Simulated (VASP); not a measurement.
A run of VASP 6.6.1 is set up as follows.

INCAR

```
PREC = Accurate ; ENCUT = 700
EDIFF = 1E-6 ; ISMEAR = 0
SIGMA = 0.05 ; LREAL = False
LASPH = True ; NELM = 120
ALGO = Normal ; ISIF = 2
LWAVE = False ; LCHARG = True
GGA = PS ; LELF = True
LVHAR = True ; NBANDS = 28
GGA_COMPAT = False
```

File KPOINTS:

```
Automatic mesh
0
Gamma
  8 8 8
```

File POSCAR:

```
KTaO3
1.0
    3.9660223151      0.0000000000      0.0000000000
    0.0000000000      3.9660223151      0.0000000000
    0.0000000000      0.0000000000      3.8097610359
K Ta O
1 1 3
Direct
    0.5000000000      0.5000000000      0.5000000000
    0.0000000000      0.0000000000      0.0000000000
    0.5000000000      0.0000000000      0.0000000000
    0.0000000000      0.5000000000      0.0000000000
    0.0000000000      0.0000000000      0.5000000000
```

Potentials or basis: VASP PAW PBE potentials, release 64 (K_sv, Ta_sv_GW, O).

Command:

```console
$ cat potpaw_PBE.64/K_sv/POTCAR potpaw_PBE.64/Ta_sv_GW/POTCAR potpaw_PBE.64/O/POTCAR > POTCAR
$ mpirun -np 1 vasp_std > vasp.out
```

Q: Predict the pressure.

A: 13.7 GPa.

Q: What does it give for the band gap on the k mesh?

A: 2.16 eV (least direct gap 2.72 eV).

Stress tensor (GPa, compression positive):
```
 6.96  0.00  0.00
 0.00  6.96  0.00
 0.00  0.00 27.05
```

Caveat: the stress differs along the axes, from 7 to 27 GPa; the PAW data sets were made with another functional, which shifts forces and pressure a little; spin-orbit coupling is left out, which moves the levels of the heavy elements. A hybrid or GW would open this gap; PBEsol tends to underestimate it.
